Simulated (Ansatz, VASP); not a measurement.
**Two plane-wave programs on BN**

```
N B
1.0
     2.55394    0.00000    0.00000
    -1.27697    2.21178    0.00000
     0.00000    0.00000    4.31139
N B
2 2
Direct
  0.33333 0.66667 0.12528
  0.66667 0.33333 0.62528
  0.33333 0.66667 0.49972
  0.66667 0.33333 0.99972
```

Alike in both runs: functional PBEsol; k mesh 10 × 10 × 5; occupations fermi-dirac, width 0.05 eV; no spin polarisation.

```csv
,VASP,Ansatz
version,VASP 6.6.1,Ansatz 0.2.0
potentials or method,"VASP PAW PBE potentials, release 64 (N, B)",Ansatz PAW
plane-wave cutoff (eV),600,420
valence electrons in the cell,16,16
task,single point,band structure
```

Ansatz gave:

| Quantity | Value |
| --- | --- |
| gap on the k mesh at the Fermi level (eV) | 5.14 |
| least direct gap on the mesh (eV) | 7.70 |
| pressure (GPa) | -12.7 |
| traceless stress, the component that is largest in VASP (GPa) | -12.08 |
| rms of the force components (eV/Å) | 0.029 |

Estimate VASP's values.

gap on the k mesh at the Fermi level (eV): 5.13; least direct gap on the mesh (eV): 7.69; pressure (GPa): -12.5; traceless stress, the component that is largest in VASP (GPa): -12.21; rms of the force components (eV/Å): 0.024.

VASP's potentials were made for PBE, not for PBEsol. Atom by atom the forces differ by 0.005 eV/Å (rms over components). The functional is the same, so the differences come from potentials, cutoffs and numerics.

Noted on Ansatz's run: Pulay correction over one GPa; the k mesh misses the band edges, so the gap on the mesh is wider than the one along the path.
